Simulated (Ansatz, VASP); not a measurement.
# One calculation of C, two programs

POSCAR

```
C
1.0
    2.1273203072     -1.2282824400      0.0000000000
    2.1273203072      1.2282824400      0.0000000000
   -1.3790696309      0.0000000000      3.5028300786
C
2
Direct
    0.1666444700      0.1666444700      0.9999069600
    0.8333555300      0.8333555300      0.0000930400
```

INCAR.step1

```
  PREC = Accurate
  ENCUT = 520
  ISMEAR = -1
  SIGMA = 0.05
  LREAL = False
  LASPH = True
  NELM = 80
  NBANDS = 11
  GGA = PE
  ALGO = Normal
  EDIFF = 1E-4
  LWAVE = True
  LCHARG = False
```

The input INCAR.step2:

```
  PREC = Accurate
  ENCUT = 520
  EDIFF = 1E-7
  ISMEAR = -1
  SIGMA = 0.05
  LREAL = False
  LASPH = True
  NELM = 80
  ALGO = Normal
  ISIF = 2
  LWAVE = False
  LCHARG = True
  METAGGA = R2SCAN
  LMIXTAU = True
  LELF = True
  LVHAR = True
  NBANDS = 11
  ISTART = 1
```

The input KPOINTS:

```
regular mesh
0
Gamma
  13 13 8
```

File input.yaml:

```yaml
crystal:
  lattice:
    - [2.1273203072, -1.22828244, 0.0]
    - [2.1273203072, 1.22828244, 0.0]
    - [-1.3790696309, 0.0, 3.5028300786]
  atoms:
    - { symbol: C, position: [0.16664447, 0.16664447, 0.99990696] }
    - { symbol: C, position: [0.83335553, 0.83335553, 9.304e-05] }
hamiltonian:
  xc: r2scan
  pseudopotentials: { kind: paw }
kpoints:
  mp_grid: { grid: [13, 13, 8] }
  band_path:
    path:
      - [[0.0, 0.0, 0.0], [0.5, 0.5, -1.0], [0.4123194886, 0.4123194886, -1.119026649], [0.5, 0.5, -0.5], [0.6935932999, 0.3064067001, -0.5]]
      - [[0.3064067001, -0.3064067001, 0.5], [0.0, 0.0, 0.5], [0.5876805114, 0.5876805114, 0.119026649]]
      - [[0.5, 0.5, -1.0], [0.6104897536, 0.3895102464, -1.0]]
      - [[0.3895102464, -0.3895102464, 0.0], [0.0, 0.0, 0.0], [0.5, 0.0, -0.5]]
      - [[0.5, 0.0, 0.0], [0.0, 0.0, 0.0]]
    npoints: 14
scf:
  occupations: { method: fermi_dirac, width: 0.05 }
  n_extra_bands: 6
output:
  forces: true
  stress: true
  eigenvalues: true
  fatbands: false
```

Alike in both runs: functional r2SCAN; k mesh 13 × 13 × 8; occupations fermi-dirac, width 0.05 eV; no spin polarisation.

```csv
,VASP,Ansatz
version,VASP 6.6.1,Ansatz 0.2.0
potentials or method,"VASP PAW PBE potentials, release 64 (C)",Ansatz PAW
plane-wave cutoff (eV),520,500
valence electrons in the cell,8,8
task,single point,band structure
```

VASP gave:

* pressure (GPa): 0.5
* traceless stress, the component that is largest in VASP (GPa): -0.32
* rms of the force components (eV/Å): 0.006

Question: Estimate Ansatz's values.

Answer: Pressure (GPa): -0.2; traceless stress, the component that is largest in VASP (GPa): 0.44; rms of the force components (eV/Å): 0.006.

VASP's potentials were made for PBE, not for r2SCAN. Atom by atom the forces differ by 0.000 eV/Å (rms over components).
